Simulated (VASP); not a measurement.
# W (I4/mmm) in VASP: single point with LDA

Aim: the single point of W with LDA.

Program: VASP 6.6.1. These are calculated values, not measurements. Logs are shortened: lines on timing, memory, paths and dates and some standing lists are left out, and cuts for length are marked.

### Step 1. The cell of the first run

The structure is tetragonal, space group I4/mmm (No. 139). The conventional cell has a = 2.819 Å, b = 2.819 Å, c = 4.198 Å, α = 90.00°, β = 90.00°, γ = 90.00°. W (site symmetry 4/mmm) has 12 W at 2.82 to 2.89 Å within 3.7 Å.

### Step 2. Single point, LDA (16.68 Å³/atom)

INCAR

```
ALGO = Fast
EDIFF = 1E-7
ENCUT = 520
GGA = CA
ISIF = 2
ISMEAR = 0
LASPH = T
LCHARG = T
LELF = T
LREAL = F
LVHAR = T
LWAVE = F
NBANDS = 13
NELM = 100
PREC = Accurate
SIGMA = 0.15
```

KPOINTS

```
k-points
0
Gamma
  22 22 22
```

POSCAR

```
W
1.0
    0.0000000000      1.9934961602      2.0987527575
    1.9934961602      0.0000000000      2.0987527575
    1.9934961602      1.9934961602      0.0000000000
W
1
Direct
    0.0000000000      0.0000000000      0.0000000000
```

Potentials or basis: VASP PAW LDA potentials, release 64 (W_sv).

Command:

```bash
> cat potpaw_LDA.64/W_sv/POTCAR > POTCAR
> mpirun -np 1 vasp_std > vasp.out
```

OUTCAR:

```text
EDIFF = 1E-7
   ENCUT = 520
   GGA = CA
   ISIF = 2
   ISMEAR = 0
   LASPH = T
   LREAL = F
   NELM = 100
   PREC = Accurate

 ion  position               nearest neighbor table
   1  0.000  0.000  0.000-

  LATTYP: Found a body centered tetragonal cell.
 ALAT       =     2.8192293063
 C/A-ratio  =     1.4888840385

  Lattice vectors:

 A1 = (  -1.9934961602,   0.0000000000,   2.0987527575)
 A2 = (   1.9934961602,   0.0000000000,   2.0987527575)
 A3 = (   0.0000000000,   1.9934961602,  -2.0987527575)

Analysis of symmetry for initial positions (statically):
=====================================================================
 Subroutine PRICEL returns:
 Original cell was already a primitive cell.

 Routine SETGRP: Setting up the symmetry group for a
 body centered tetragonal supercell.

 Subroutine GETGRP returns: Found 16 space group operations
 (whereof 16 operations were pure point group operations)
 out of a pool of 16 trial point group operations.

The static configuration has the point symmetry D_4h.

Analysis of symmetry for dynamics (positions and initial velocities):
=====================================================================
 Subroutine PRICEL returns:
 Original cell was already a primitive cell.

 Routine SETGRP: Setting up the symmetry group for a
 body centered tetragonal supercell.

 Subroutine GETGRP returns: Found 16 space group operations
 (whereof 16 operations were pure point group operations)
 out of a pool of 16 trial point group operations.

The dynamic configuration has the point symmetry D_4h.

 Subroutine INISYM returns: Found 16 space group operations
 (whereof 16 operations are pure point group operations),
 and found     1 'primitive' translations

----------------------------------------------------------------------------------------

                                     Primitive cell

  volume of cell :      16.6810

  direct lattice vectors                    reciprocal lattice vectors
     0.000000000  1.993496160  2.098752757    -0.250815632  0.250815632  0.238236733
     1.993496160  0.000000000  2.098752757     0.250815632 -0.250815632  0.238236733
     1.993496160  1.993496160  0.000000000     0.250815632  0.250815632 -0.238236733

  length of vectors
     2.894613977  2.894613977  2.819229306     0.427286442  0.427286442  0.427286442

  position of ions in fractional coordinates (direct lattice)
     0.000000000  0.000000000  0.000000000

  ion indices of the primitive-cell ions
   primitive index   ion index
                 1           1

----------------------------------------------------------------------------------------

 KPOINTS: k-points

Automatic generation of k-mesh.
 Grid dimensions read from file:
 generate k-points for:   22   22   22

 Generating k-lattice:

  Cartesian coordinates                     Fractional coordinates (reciprocal lattice)
    -0.011400711  0.011400711  0.010828942     0.045454545  0.000000000  0.000000000
     0.011400711 -0.011400711  0.010828942     0.000000000  0.045454545  0.000000000
     0.011400711  0.011400711 -0.010828942    -0.000000000 -0.000000000  0.045454545

  Length of vectors
     0.019422111  0.019422111  0.019422111

  Shift w.r.t. Gamma in fractional coordinates (k-lattice)
     0.000000000  0.000000000  0.000000000

 Subroutine IBZKPT returns following result:
 ===========================================

 Found    834 irreducible k-points:

 Following reciprocal coordinates:
            Coordinates               Weight
  0.000000  0.000000  0.000000      1.000000
  0.045455 -0.000000  0.000000      8.000000
  0.090909 -0.000000  0.000000      8.000000
  0.136364  0.000000  0.000000      8.000000
  0.181818 -0.000000  0.000000      8.000000
  0.227273  0.000000  0.000000      8.000000
[... 16 lines left out ...]
  0.500000  0.045455  0.000000      8.000000
 -0.454545  0.045455  0.000000      8.000000
 [... further k-points ...]
   k-points           NKPTS =    834   k-points in BZ     NKDIM =    834   number of bands    NBANDS=     13
   number of dos      NEDOS =    301   number of ions     NIONS =      1
   total plane-waves  NPLWV =  13824
   dimension x,y,z NGX =    24 NGY =   24 NGZ =   24
   dimension x,y,z NGXF=    48 NGYF=   48 NGZF=   48
   ions per type =               1
   NGX,Y,Z   is equivalent  to a cutoff of  13.78, 13.78, 14.15 a.u.
   NGXF,Y,Z  is equivalent  to a cutoff of  27.57, 27.57, 28.30 a.u.
 SYSTEM =  unknown system
   PREC   = accura    normal or accurate (medium, high low for compatibility)
   ISTART =      0    job   : 0-new  1-cont  2-samecut
   ICHARG =      2    charge: 1-file 2-atom 10-const
   ISPIN  =      1    spin polarized calculation?
   LNONCOLLINEAR =      F non collinear calculations
   LSORBIT =      F    spin-orbit coupling
   LASPH  =      T    aspherical Exc in radial PAW
   ENCUT  =  520.0 eV  38.22 Ry    6.18 a.u.   5.38  5.38  5.24*2*pi/ulx,y,z
   NELM   =    100;   NELMIN=  2; NELMDL= -5     # of ELM steps
   EDIFF  = 0.1E-06   stopping-criterion for ELM
   LREAL  =      F    real-space projection
   EDIFFG = 0.1E-05   stopping-criterion for IOM
   NSW    =      0    number of steps for IOM
   IBRION =     -1    ionic relax: 0-MD 1-quasi-New 2-CG
   NFREE  =      0    steps in history (QN), initial steepest desc. (CG)
   ISIF   =      2    stress and relaxation
   ISYM   =      2    0-nonsym 1-usesym 2-fastsym
   POTIM  = 0.5000    time-step for ionic-motion
   TEBEG  =    0.0;   TEEND  =   0.0 temperature during run
   PSTRESS=    0.0 pullay stress
   NELECT =      14.0000    total number of electrons
   NUPDOWN=      -1.0000    fix difference up-down
   EMIN   =  10.00;   EMAX   =-10.00  energy-range for DOS
   EFERMI =   0.00;   METHOD = LEGACY
   ISMEAR =     0;   SIGMA  =   0.15  broadening in eV -4-tet -1-fermi 0-gaus
   EFERMI_NEDOS =   21; number of points for ismear=-14 and -15
   IALGO  =     68    algorithm
   IMIX   =      4    mixing-type and parameters
     AMIX     =   0.40;   BMIX     =  1.00
     AMIX_MAG =   1.60;   BMIX_MAG =  1.00
  volume/ion in A,a.u.               =      16.68       112.57
  Fermi-wavevector in a.u.,A,eV,Ry     =   1.544223  2.918159 32.444808  2.384626
  Thomas-Fermi vector in A             =   2.649775
   LORBIT       =      0    0 simple, 1 ext, 2 COOP (PROOUT), +10 PAW based schemes
   GGA     = CA    functional components
   LHFCALC =     F    Hartree Fock is set to
   AEXX    =    0.0000 exact exchange contribution
   IVDW    =     0    specifies the selected vdW correction
   LEPSILON=     F    determine dielectric tensor
   LRPA    =     F    only Hartree local field effects (RPA)
 non-spin polarized calculation
 RMM-DIIS sequential band-by-band and
 Gauss-broadening in eV      SIGMA  =   0.15
  energy-cutoff  :      520.00
  volume of cell :       16.68
 maximum number of plane-waves:       463
 NGX is ok and might be reduce to    24
   NGX = 11   NGY = 11   NGZ = 11

 number of electron      14.0000002 magnetization

 Free energy of the ion-electron system (eV)
  ---------------------------------------------------
  ext. energy  EPLUGINS =         0.00000000
  ---------------------------------------------------
  free energy    TOTEN  =       -13.59447405 eV

  energy without entropy =      -13.58156480  energy(sigma->0) =      -13.58801943

 E-fermi :  10.1922     XC(G=0): -13.5355

 val. band max:       10.1920935580   @ k =   0.3182   0.0455   0.1364
 cond. band min:      10.2010433628   @ k =   0.5000   0.1364   0.0455
 fundamental gap:      0.0089498048
 Fermi energy:        10.1921818581

 k-point     1 :       0.0000    0.0000    0.0000
  band No.  band energies     occupation
      1     -63.1353      2.00000
      2     -27.0645      2.00000
      3     -27.0140      2.00000
      4     -27.0140      2.00000
      5       1.3121      2.00000
      6       9.1290      2.00000
      7       9.8055      1.99973
      8       9.8055      1.99973
      9      12.0416      0.00000
     10      13.0621      0.00000
     11      23.0252      0.00000
     12      27.0281      0.00000
     13      28.6092      0.00000

 k-point     2 :       0.0455   -0.0000    0.0000
  band No.  band energies     occupation
      1     -63.1332      2.00000
      2     -27.0757      2.00000
      3     -27.0306      2.00000
      4     -27.0162      2.00000
      5       1.4021      2.00000
      6       9.1405      2.00000
      7       9.7654      1.99994
      8       9.8482      1.99882
      9      12.0137      0.00000
     10      13.0134      0.00000
     11      23.2060      0.00000
     12      27.0286      0.00000
     13      28.3342      0.00000

 k-point     3 :       0.0909   -0.0000    0.0000
  band No.  band energies     occupation
      1     -63.1272      2.00000
      2     -27.1296      2.00000
      3     -27.0578      2.00000
      4     -27.0227      2.00000
      5       1.6660      2.00000
      6       9.1263      2.00000
      7       9.6999      2.00000
      8       9.9679      1.96551
      9      11.9519      0.00000
     10      12.8853      0.00000
     11      23.7122      0.00000
     12      26.6389      0.00000
     13      28.2855      0.00000

 k-point     4 :       0.1364    0.0000    0.0000
  band No.  band energies     occupation
      1     -63.1177      2.00000
      2     -27.2338      2.00000
      3     -27.0800      2.00000
      4     -27.0330      2.00000
      5       2.0835      2.00000
      6       8.9937      2.00000
      7       9.7085      1.99999
      8      10.1351      1.40940
      9      11.9207      0.00000
     10      12.7313      0.00000
     11      24.3796      0.00000
     12      25.8893      0.00000
     13      28.9009      0.00000

 k-point     5 :       0.1818   -0.0000    0.0000
  band No.  band energies     occupation
      1     -63.1055      2.00000
      2     -27.3700      2.00000
      3     -27.1039      2.00000
      4     -27.0462      2.00000
      5       2.6181      2.00000
      6       8.7909      2.00000
      7       9.7402      1.99998
      8      10.2908      0.35260
      9      12.0155      0.00000
     10      12.6383      0.00000
     11      24.3750      0.00000
     12      25.9003      0.00000
     13      29.8715      0.00000
[... 257 lines left out ...]
 k-point    22 :       0.4545    0.0455    0.0000
  band No.  band energies     occupation
      1     -63.0362      2.00000
      2     -28.0895      2.00000
      3     -27.2397      2.00000
      4     -27.1280      2.00000
      5       4.7029      2.00000
      6       8.9067      2.00000
      7       9.8509      1.99871
      8      10.3935      0.05765
      9      14.7384      0.00000
     10      14.9105      0.00000
     11      20.5353      0.00000
     12      23.0862      0.00000
     13      29.1292      0.00000

 k-point    23 :       0.5000    0.0455    0.0000
  band No.  band energies     occupation
      1     -63.0325      2.00000
      2     -28.1270      2.00000
      3     -27.2496      2.00000
      4     -27.1277      2.00000
      5       4.7217      2.00000
      6       8.8840      2.00000
      7       9.7819      1.99989
      8      10.7324      0.00000
      9      14.8159      0.00000
     10      15.3172      0.00000
     11      20.1457      0.00000
     12      22.7654      0.00000
     13      28.5027      0.00000

 k-point    24 :      -0.4545    0.0455    0.0000
  band No.  band energies     occupation
      1     -63.0328      2.00000
      2     -28.1235      2.00000
      3     -27.2519      2.00000
      4     -27.1230      2.00000
      5       4.7210      2.00000
      6       8.9224      2.00000
      7       9.7763      1.99991
      8      10.6403      0.00002
      9      14.6561      0.00000
     10      15.4263      0.00000
     11      20.2206      0.00000
     12      22.8478      0.00000
     13      28.3208      0.00000

 [... further k-points ...]

------------------------ aborting loop because EDIFF is reached ----------------------------------------

  FORCE on cell =-STRESS in cart. coord.  units (eV):
  Direction    XX          YY          ZZ          XY          YZ          ZX
  --------------------------------------------------------------------------------------
  -------------------------------------------------------------------------------------
  Total       -2.0124173     -2.0124173     -0.9017904      0.0000000     -0.0000000      0.0000000
  in kB     -193.2887298   -193.2887298    -86.6151976      0.0000000     -0.0000000      0.0000000
  external PRESSURE =    -157.7308858 kB  Pullay stress =       0.0000000 kB

 VOLUME and BASIS-vectors are now :
 -----------------------------------------------------------------------------
  energy-cutoff  :      520.00
  volume of cell :       16.68
      direct lattice vectors                 reciprocal lattice vectors
     0.000000000  1.993496160  2.098752757    -0.250815632  0.250815632  0.238236733
     1.993496160  0.000000000  2.098752757     0.250815632 -0.250815632  0.238236733
     1.993496160  1.993496160  0.000000000     0.250815632  0.250815632 -0.238236733

 POSITION                                       TOTAL-FORCE (eV/Angst)
 -----------------------------------------------------------------------------------
      0.00000      0.00000      0.00000         0.000000     -0.000000      0.000000
 -----------------------------------------------------------------------------------
    total drift:                                0.000000      0.000000      0.000000

  FREE ENERGIE OF THE ION-ELECTRON SYSTEM (eV)
  ---------------------------------------------------
  free  energy   TOTEN  =       -13.5944740516 eV

  energy  without entropy=      -13.5815648009  energy(sigma->0) =      -13.58801943
```

Wall time 1.9 min (1 thread of Intel Xeon 8259CL, shared host); peak memory 0.28 GiB.

What came out:

```
Free energy            : -13.5945 eV
Pressure               : -15.8 GPa
Band gap on the k mesh : zero (bands 7 and 8 overlap by 3.85 eV)
```

Levels at points of the mesh, in eV from the Fermi level:
| k point | band 3 | band 4 | band 5 | band 6 | band 7 | band 8 | band 9 | band 10 | band 11 | band 12 |
| --- | --- | --- | --- | --- | --- | --- | --- | --- | --- | --- |
| (0.00, 0.00, 0.00) | -37.21 | -37.21 | -8.88 | -1.06 | -0.39 | -0.39 | 1.85 | 2.87 | 12.83 | 16.84 |
| (0.50, 0.00, 0.00) | -37.43 | -37.32 | -5.55 | -1.21 | -0.48 | 0.69 | 4.61 | 5.02 | 10.01 | 12.39 |
| (0.50, 0.50, 0.00) | -37.55 | -37.55 | -5.47 | -4.40 | 2.39 | 4.84 | 5.50 | 5.50 | 11.79 | 12.13 |
| (0.50, 0.00, 0.50) | -37.71 | -37.62 | -5.41 | -4.50 | 3.38 | 4.67 | 5.13 | 5.98 | 11.00 | 11.74 |

Caveat: the stress differs along the axes, from -19 to -9 GPa; spin-orbit coupling is left out, which moves the levels of the heavy elements.
